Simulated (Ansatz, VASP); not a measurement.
Two plane-wave programs on Cd3Mo

INCAR

```
SYSTEM = Cd3Mo
ALGO = Fast
EDIFF = 1E-6
EDIFFG = -0.01
ENCUT = 600
GGA = PE
IBRION = 2
ISIF = 3
ISMEAR = 0
LASPH = .TRUE.
LCHARG = .FALSE.
LREAL = .FALSE.
LWAVE = .FALSE.
NELM = 60
NSW = 100
PREC = Accurate
SIGMA = 0.1
```

Contents of KPOINTS:

```
k-points
0
G
  12 12 12
  0 0 0
```

File POSCAR:

```
Cd3Mo
1.0
    4.2459722470      0.0000000000      0.0000000000
    0.0000000000      4.2459722470      0.0000000000
    0.0000000000      0.0000000000      4.2459722470
Cd Mo
3 1
Direct
    0.0000000000      0.5000000000      0.5000000000
    0.5000000000      0.0000000000      0.5000000000
    0.5000000000      0.5000000000      0.0000000000
    0.0000000000      0.0000000000      0.0000000000
```

Input for Ansatz:

```yaml
crystal:
  lattice:
    - [4.245972247, 0.0, 0.0]
    - [0.0, 4.245972247, 0.0]
    - [0.0, 0.0, 4.245972247]
  atoms:
    - { symbol: Cd, position: [0.0, 0.5, 0.5] }
    - { symbol: Cd, position: [0.5, 0.0, 0.5] }
    - { symbol: Cd, position: [0.5, 0.5, 0.0] }
    - { symbol: Mo, position: [0.0, 0.0, 0.0] }
basis:
  ecutwfc: 420
kpoints:
  mp_grid: { grid: [12, 12, 12] }
hamiltonian:
  xc: pbe
scf:
  occupations: { method: gaussian, width: 0.1 }
output:
  forces: true
  stress: true
  eigenvalues: true
relax:
  adjacent_minimum: "off"
  f_tol: 0.01
  max_steps: 80
  cell: { stress_tol: 0.05 }
```

Alike in both runs: task relaxation of cell and atoms; functional PBE; k mesh 12 × 12 × 12; occupations gaussian, width 0.1 eV; no spin polarisation.

|  | VASP | Ansatz |
| --- | --- | --- |
| version | VASP 6.6.1 | Ansatz 0.2.0 |
| potentials or method | VASP PAW PBE potentials, release 64 (Cd, Mo_sv), cutoff 600 eV | scalar-relativistic, plane waves, PAW |
| valence electrons in the cell | 50 | 74 |

Ansatz gave:

| Property | Result |
| --- | --- |
| gap on the k mesh at the Fermi level, each at its own relaxed structure (eV) | none |
| relaxed volume (Å³/atom) | 19.14 |
| relaxed length of the cell vector where the two differ most in proportion (Å) | 4.246 |

**Question.** Estimate VASP's values.

**Answer.** gap on the k mesh at the Fermi level, each at its own relaxed structure (eV): none; relaxed volume (Å³/atom): 19.22; relaxed length of the cell vector where the two differ most in proportion (Å): 4.252.

A gap of «none» marks a metal or a gap that the smearing closes. VASP's potentials hold 50 valence electrons a cell and Ansatz's 74, so a difference there can come from the potentials and not from the codes.
